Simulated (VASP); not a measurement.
# Mg4Cd (P-43m) in VASP: further runs, part 2 of 3

VASP 6.6.1. The steps go on from the part before.

## Step 3: Relaxation of cell and atoms, PBE

This run uses another cell than the first one, of 29.18 Å³/atom, 1.019 times its volume.

INCAR

```
PREC = Accurate ; ENCUT = 600
EDIFF = 1E-6 ; ISMEAR = 0
SIGMA = 0.1 ; LREAL = False
LASPH = True ; NELM = 100
ALGO = Normal ; ISIF = 3
LWAVE = False ; LCHARG = False
GGA = PE ; IBRION = 2
NSW = 100 ; EDIFFG = -0.01
```

KPOINTS

```
Automatic mesh
0
Gamma
  8 8 8
```

POSCAR

```
Mg4Cd
1.0
    5.2645934513      0.0000000000      0.0000000000
    0.0000000000      5.2645934513      0.0000000000
    0.0000000000      0.0000000000      5.2645934513
Mg Cd
4 1
Direct
    0.2982149682      0.2982149682      0.2982149682
    0.7017850318      0.7017850318      0.2982149682
    0.2982149682      0.7017850318      0.7017850318
    0.7017850318      0.2982149682      0.7017850318
    0.0000000000      0.0000000000      0.0000000000
```

Potentials or basis: VASP PAW PBE potentials, release 64 (Mg, Cd).

On the command line:

```sh
$ cat potpaw_PBE.64/Mg/POTCAR potpaw_PBE.64/Cd/POTCAR > POTCAR
$ mpirun -np 1 vasp_std > vasp.out
```

OUTCAR:

```text
PREC = Accurate
   ENCUT = 600
   EDIFF = 1E-6
   ISMEAR = 0
   LREAL = False
   LASPH = True
   NELM = 100
   ISIF = 3
   GGA = PE
   IBRION = 2
   NSW = 100
   EDIFFG = -0.01

 ion  position               nearest neighbor table
   1  0.298  0.298  0.298-   5 2.72   3 3.00   4 3.00   2 3.00
   2  0.702  0.702  0.298-   5 2.72   3 3.00   4 3.00   1 3.00
   3  0.298  0.702  0.702-   5 2.72   2 3.00   4 3.00   1 3.00
   4  0.702  0.298  0.702-   5 2.72   2 3.00   3 3.00   1 3.00
   5  0.000  0.000  0.000-   1 2.72   2 2.72   3 2.72   4 2.72

  LATTYP: Found a simple cubic cell.
 ALAT       =     5.2645934513

  Lattice vectors:

 A1 = (   5.2645934513,   0.0000000000,   0.0000000000)
 A2 = (   0.0000000000,   5.2645934513,   0.0000000000)
 A3 = (   0.0000000000,   0.0000000000,   5.2645934513)

Analysis of symmetry for initial positions (statically):
=====================================================================
 Subroutine PRICEL returns:
 Original cell was already a primitive cell.

 Routine SETGRP: Setting up the symmetry group for a
 simple cubic supercell.

 Subroutine GETGRP returns: Found 24 space group operations
 (whereof 24 operations were pure point group operations)
 out of a pool of 48 trial point group operations.

The static configuration has the point symmetry T_d .

Analysis of symmetry for dynamics (positions and initial velocities):
=====================================================================
 Subroutine PRICEL returns:
 Original cell was already a primitive cell.

 Routine SETGRP: Setting up the symmetry group for a
 simple cubic supercell.

 Subroutine GETGRP returns: Found 24 space group operations
 (whereof 24 operations were pure point group operations)
 out of a pool of 48 trial point group operations.

The dynamic configuration has the point symmetry T_d .

 Subroutine INISYM returns: Found 24 space group operations
 (whereof 24 operations are pure point group operations),
 and found     1 'primitive' translations

----------------------------------------------------------------------------------------

                                     Primitive cell

  volume of cell :     145.9132

  direct lattice vectors                    reciprocal lattice vectors
     5.264593451  0.000000000  0.000000000     0.189948191  0.000000000  0.000000000
     0.000000000  5.264593451  0.000000000     0.000000000  0.189948191  0.000000000
     0.000000000  0.000000000  5.264593451     0.000000000  0.000000000  0.189948191

  length of vectors
     5.264593451  5.264593451  5.264593451     0.189948191  0.189948191  0.189948191

  position of ions in fractional coordinates (direct lattice)
     0.298214968  0.298214968  0.298214968
     0.701785032  0.701785032  0.298214968
     0.298214968  0.701785032  0.701785032
     0.701785032  0.298214968  0.701785032
     0.000000000  0.000000000  0.000000000

  ion indices of the primitive-cell ions
   primitive index   ion index
                 1           1
                 2           2
                 3           3
                 4           4
                 5           5

----------------------------------------------------------------------------------------

 KPOINTS: Automatic mesh

Automatic generation of k-mesh.
 Grid dimensions read from file:
[... 59 lines left out ...]
   ISPIN  =      1    spin polarized calculation?
   LNONCOLLINEAR =      F non collinear calculations
   LSORBIT =      F    spin-orbit coupling
   LASPH  =      T    aspherical Exc in radial PAW
   ENCUT  =  600.0 eV  44.10 Ry    6.64 a.u.  10.51 10.51 10.51*2*pi/ulx,y,z
   NELM   =    100;   NELMIN=  2; NELMDL= -5     # of ELM steps
   EDIFF  = 0.1E-05   stopping-criterion for ELM
   LREAL  =      F    real-space projection
   EDIFFG = -.1E-01   stopping-criterion for IOM
   NSW    =    100    number of steps for IOM
   IBRION =      2    ionic relax: 0-MD 1-quasi-New 2-CG
   NFREE  =      1    steps in history (QN), initial steepest desc. (CG)
   ISIF   =      3    stress and relaxation
   ISYM   =      2    0-nonsym 1-usesym 2-fastsym
   POTIM  = 0.5000    time-step for ionic-motion
   TEBEG  =    0.0;   TEEND  =   0.0 temperature during run
   PSTRESS=    0.0 pullay stress
   NELECT =      20.0000    total number of electrons
   NUPDOWN=      -1.0000    fix difference up-down
   EMIN   =  10.00;   EMAX   =-10.00  energy-range for DOS
   EFERMI =   0.00;   METHOD = LEGACY
   ISMEAR =     0;   SIGMA  =   0.10  broadening in eV -4-tet -1-fermi 0-gaus
   EFERMI_NEDOS =   21; number of points for ismear=-14 and -15
   IALGO  =     38    algorithm
   IMIX   =      4    mixing-type and parameters
     AMIX     =   0.40;   BMIX     =  1.00
     AMIX_MAG =   1.60;   BMIX_MAG =  1.00
  volume/ion in A,a.u.               =      29.18       196.93
  Fermi-wavevector in a.u.,A,eV,Ry     =   0.844086  1.595091  9.693893  0.712481
  Thomas-Fermi vector in A             =   1.959058
   LORBIT       =      0    0 simple, 1 ext, 2 COOP (PROOUT), +10 PAW based schemes
   GGA     = PE    functional components
   LHFCALC =     F    Hartree Fock is set to
   AEXX    =    0.0000 exact exchange contribution
   IVDW    =     0    specifies the selected vdW correction
   LEPSILON=     F    determine dielectric tensor
   LRPA    =     F    only Hartree local field effects (RPA)
 conjugate gradient relaxation of ions
 non-spin polarized calculation
 Gauss-broadening in eV      SIGMA  =   0.10
  energy-cutoff  :      600.00
  volume of cell :      145.91
 maximum number of plane-waves:      4945
   NGX = 21   NGY = 21   NGZ = 21

--------------------------------------- Ionic step        1  -------------------------------------------

 number of electron      20.0000007 magnetization

 Free energy of the ion-electron system (eV)
  ---------------------------------------------------
  ext. energy  EPLUGINS =         0.00000000
  ---------------------------------------------------
  free energy    TOTEN  =        -5.11585710 eV

  energy without entropy =       -5.10723718  energy(sigma->0) =       -5.11154714

------------------------ aborting loop because EDIFF is reached ----------------------------------------

  FORCE on cell =-STRESS in cart. coord.  units (eV):
  Direction    XX          YY          ZZ          XY          YZ          ZX
  --------------------------------------------------------------------------------------
  -------------------------------------------------------------------------------------
  Total       -0.4339325     -0.4339325     -0.4339325      0.0000000      0.0000000     -0.0000000
  in kB       -4.7647298     -4.7647298     -4.7647298      0.0000000      0.0000000     -0.0000000
  external PRESSURE =      -4.7647298 kB  Pullay stress =       0.0000000 kB
[... 182 lines left out ...]
--------------------------------------- Ionic step        6  -------------------------------------------

 number of electron      20.0000012 magnetization

 Free energy of the ion-electron system (eV)
  ---------------------------------------------------
  ext. energy  EPLUGINS =         0.00000000
  ---------------------------------------------------
  free energy    TOTEN  =        -5.12189457 eV

  energy without entropy =       -5.11265147  energy(sigma->0) =       -5.11727302

 E-fermi :   1.3939     XC(G=0):  -8.1073

 val. band max:        1.3786972569   @ k =   0.2500   0.2500   0.0000
 cond. band min:       1.4052283356   @ k =   0.5000   0.1250   0.1250
 fundamental gap:      0.0265310786
 Fermi energy:         1.3938548236

 k-point     1 :       0.0000    0.0000    0.0000
  band No.  band energies     occupation
      1      -7.5368      2.00000
      2      -7.5368      2.00000
      3      -7.5368      2.00000
      4      -7.4728      2.00000
      5      -7.4728      2.00000
      6      -4.8988      2.00000
      7      -0.9282      2.00000
      8       0.8632      2.00000
      9       0.8632      2.00000
     10       0.8632      2.00000
     11       1.5106      0.09875
     12       1.5106      0.09875
     13       4.8111      0.00000
     14       4.8111      0.00000
[... 377 lines left out ...]
      1      -7.5595      2.00000
      2      -7.5472      2.00000
      3      -7.5456      2.00000
      4      -7.4572      2.00000
      5      -7.4382      2.00000
      6      -3.0178      2.00000
      7      -2.5539      2.00000
      8      -1.1220      2.00000
      9      -1.0121      2.00000
     10       1.5666      0.01457
     11       1.6595      0.00017
     12       2.9249      0.00000
     13       3.0179      0.00000
     14       4.2867      0.00000

 [... further k-points ...]

------------------------ aborting loop because EDIFF is reached ----------------------------------------

  FORCE on cell =-STRESS in cart. coord.  units (eV):
  Direction    XX          YY          ZZ          XY          YZ          ZX
  --------------------------------------------------------------------------------------
  -------------------------------------------------------------------------------------
  Total        0.0056952      0.0056952      0.0056952     -0.0000000      0.0000000     -0.0000000
  in kB        0.0639169      0.0639169      0.0639169     -0.0000000      0.0000000     -0.0000000
  external PRESSURE =       0.0639169 kB  Pullay stress =       0.0000000 kB
[... 20 lines left out ...]
  FREE ENERGIE OF THE ION-ELECTRON SYSTEM (eV)
  ---------------------------------------------------
  free  energy   TOTEN  =        -5.1218945748 eV

  energy  without entropy=       -5.1126514719  energy(sigma->0) =       -5.11727302

 reached required accuracy - stopping structural energy minimisation
```

It took 3.9 min on 1 thread of Intel Xeon Platinum 8488C (Sapphire Rapids), shared host; peak memory 0.33 GiB.

What came out:

```yaml
Free_energy: -5.1219 eV
Relaxed_volume: 28.55 Å³/atom
Relaxed_cell: a = 5.226 Å, b = 5.226 Å, c = 5.226 Å, α = 90.00°, β = 90.00°, γ = 90.00°
Space_group_after_relaxing_to_0.05_Å: P-43m (No. 215)
Energy_gained_by_relaxing: 1.2 meV/atom
Ionic_steps: 6
Pressure_after_relaxing: 0.0 GPa
Band_gap_on_the_k_mesh: zero (band 10 reaches 2.64 eV, above the bottom of band 11 at -0.05 eV)
```

The path:
| step | energy change (eV) | largest force (eV/Å) | pressure (GPa) | volume (Å³) |
| --- | --- | --- | --- | --- |
| 1 | 0.0000 | 0.0713 | -0.48 | 145.91 |
| 2 | -0.0047 | 0.0461 | -0.21 | 144.09 |
| 3 | -0.0059 | 0.0199 | 0.06 | 142.41 |
| 4 | -0.0059 | 0.0230 | 0.03 | 142.60 |
| 5 | -0.0060 | 0.0109 | 0.02 | 142.68 |
| 6 | -0.0060 | 0.0015 | 0.01 | 142.76 |

Final structure:
```cif
data_structure
_symmetry_space_group_name_H-M 'P 1'
_symmetry_Int_Tables_number 1
_cell_length_a 5.2264
_cell_length_b 5.2264
_cell_length_c 5.2264
_cell_angle_alpha 90.000
_cell_angle_beta 90.000
_cell_angle_gamma 90.000
_cell_volume 142.76
loop_
_atom_site_label
_atom_site_type_symbol
_atom_site_fract_x
_atom_site_fract_y
_atom_site_fract_z
_atom_site_occupancy
Mg1 Mg 0.29722 0.29722 0.29722 1
Mg2 Mg 0.70278 0.70278 0.29722 1
Mg3 Mg 0.29722 0.70278 0.70278 1
Mg4 Mg 0.70278 0.29722 0.70278 1
Cd1 Cd 0.00000 0.00000 0.00000 1
```

Levels at points of the mesh, in eV from the Fermi level:
```csv
k point,band 7,band 8,band 9,band 10,band 11,band 12,band 13,band 14
"(0.00, 0.00, 0.00)",-2.32,-0.53,-0.53,-0.53,0.12,0.12,3.42,3.42
"(0.50, 0.00, 0.00)",-4.76,-0.18,-0.15,0.55,0.55,0.85,1.23,1.23
"(0.50, 0.50, 0.00)",-3.70,-2.97,-2.97,1.25,1.65,1.87,1.87,1.94
"(0.50, 0.50, 0.50)",-2.92,-1.68,-1.68,-1.68,-1.44,-1.44,-1.44,7.26
```

(Continued in part 3 of 3.)
